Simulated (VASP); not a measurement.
Here is a VASP 6.6.1 calculation.

The input INCAR:

```
SYSTEM = ZnTe2O3
PREC = Accurate
ENCUT = 600
EDIFF = 1E-7
ISMEAR = 0
SIGMA = 0.1
LREAL = .FALSE.
LASPH = .TRUE.
NELM = 100
ALGO = Normal
ISIF = 3
LWAVE = .FALSE.
LCHARG = .FALSE.
GGA = PE
IBRION = 2
NSW = 90
EDIFFG = -0.04
```

The input KPOINTS:

```
Automatic mesh
0
G
  3 3 6
  0 0 0
```

POSCAR

```
ZnTe2O3
1.0
    5.9182492243      0.0000000000      0.0000000000
   -2.9591246122      5.1253541742      0.0000000000
    0.0000000000      0.0000000000      3.2870488413
Zn Te O
1 2 3
Direct
    0.0000000000      0.0000000000      0.0000000000
    0.3333333333      0.6666666667      0.0000000000
    0.6666666667      0.3333333333      0.0000000000
    0.5000000000      0.0000000000      0.5000000000
    0.5000000000      0.5000000000      0.5000000000
    0.0000000000      0.5000000000      0.5000000000
```

Potentials or basis: VASP PAW PBE potentials, release 64 (Zn, Te, O).

The run is started by

```sh
$ cat potpaw_PBE.64/Zn/POTCAR potpaw_PBE.64/Te/POTCAR potpaw_PBE.64/O/POTCAR > POTCAR
$ mpirun -np 1 vasp_std > vasp.out
```

What does it give for the space group after relaxing (to 0.1 Å)?

P6/mmm (No. 191).

Predict the relaxed cell.

a = 5.706 Å, b = 5.706 Å, c = 3.376 Å, α = 90.00°, β = 90.00°, γ = 120.00°.

What does it give for the relaxed volume?

15.87 Å³/atom.

Estimate the band gap on the k mesh.

zero (bands 21 and 22 overlap by 2.36 eV).

Final structure:
```yaml
crystal:
  lattice:
    - [5.70601, 0.00000, 0.00000]
    - [-2.85300, 4.94155, 0.00000]
    - [0.00000, 0.00000, 3.37633]
  atoms:
    - { symbol: Zn, position: [0.00000, 0.00000, 0.00000] }
    - { symbol: Te, position: [0.33333, 0.66667, 0.00000] }
    - { symbol: Te, position: [0.66667, 0.33333, 0.00000] }
    - { symbol: O, position: [0.50000, 0.00000, 0.50000] }
    - { symbol: O, position: [0.50000, 0.50000, 0.50000] }
    - { symbol: O, position: [0.00000, 0.50000, 0.50000] }
```

Caveat: the k points lie up to 0.42 Å⁻¹ apart in the final cell, too coarse for converged energies and pressures of a metal; spin-orbit coupling is left out, which moves the levels of the heavy elements.
